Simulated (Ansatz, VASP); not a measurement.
**AlCo in VASP and in Ansatz**

Contents of INCAR:

```
SYSTEM = AlCo
ALGO     = Normal         ! electronic algorithm
EDIFF    = 1E-6           ! SCF threshold, eV
ENCUT    = 520            ! plane-wave cutoff, eV
GGA      = PE             ! functional
ISIF     = 2              ! what is computed and relaxed
ISMEAR   = 0              ! smearing method
ISPIN    = 2              ! spin polarisation
LASPH    = .True.         ! aspherical terms in the spheres
LCHARG   = .True.         ! write CHGCAR
LELF     = .True.         ! ELF
LMAXMIX  = 4              ! l up to which the mixer works
LORBIT   = 11             ! projections on sites
LREAL    = .False.        ! projectors in reciprocal space
LVHAR    = .True.       
LWAVE    = .False.        ! write WAVECAR
MAGMOM   = -0.01 0.16     ! initial moments
NBANDS   = 17             ! bands
NELM     = 150            ! most SCF steps
PREC     = Accurate       ! precision mode
SIGMA    = 0.15           ! smearing width, eV
```

KPOINTS

```
k-points
0
Gamma
  18 18 18
  0 0 0
```

File POSCAR:

```
AlCo
1.0
    2.8548663158     -0.3055022995     -0.3055022995
   -0.3055022995      2.8548663158     -0.3055022995
   -0.3055022995     -0.3055022995      2.8548663158
Al Co
1 1
Direct
    0.0000000000      0.0000000000      0.0000000000
    0.5000000000      0.5000000000      0.5000000000
```

Input for Ansatz:

```yaml
crystal:
  lattice:
    - [2.8548663158, -0.3055022995, -0.3055022995]
    - [-0.3055022995, 2.8548663158, -0.3055022995]
    - [-0.3055022995, -0.3055022995, 2.8548663158]
  atoms:
    - { symbol: Al, position: [0.0, 0.0, 0.0], spin: -0.01 }
    - { symbol: Co, position: [0.5, 0.5, 0.5], spin: 0.16 }
basis:
  ecutwfc: 420
kpoints:
  mp_grid: { grid: [18, 18, 18] }
hamiltonian:
  xc: pbe
scf:
  occupations: { method: gaussian, width: 0.15 }
output:
  forces: true
  stress: true
  eigenvalues: true
  populations: true
magnetization:
  spin_polarized: true
```

Alike in both runs: task single point; functional PBE; k mesh 18 × 18 × 18; occupations gaussian, width 0.15 eV; collinear spin.

|  | VASP | Ansatz |
| --- | --- | --- |
| version | VASP 6.6.1 | Ansatz 0.2.0 |
| potentials or method | VASP PAW PBE potentials, release 64 (Al, Co), cutoff 520 eV | scalar-relativistic, plane waves, PAW |
| valence electrons in the cell | 12 | 20 |

|  | VASP | Ansatz | Ansatz less VASP |
| --- | --- | --- | --- |
| gap on the k mesh at the Fermi level (eV) | none | none | - |
| net moment per atom (μB) | 0.00 | 0.00 | 0.000 |

A gap of «none» marks a metal or a gap that the smearing closes. The functional is the same, so the differences come from potentials, cutoffs and numerics. VASP's potentials hold 12 valence electrons a cell and Ansatz's 20, so a difference there can come from the potentials and not from the codes. Ansatz's warnings: seeded moment not kept.
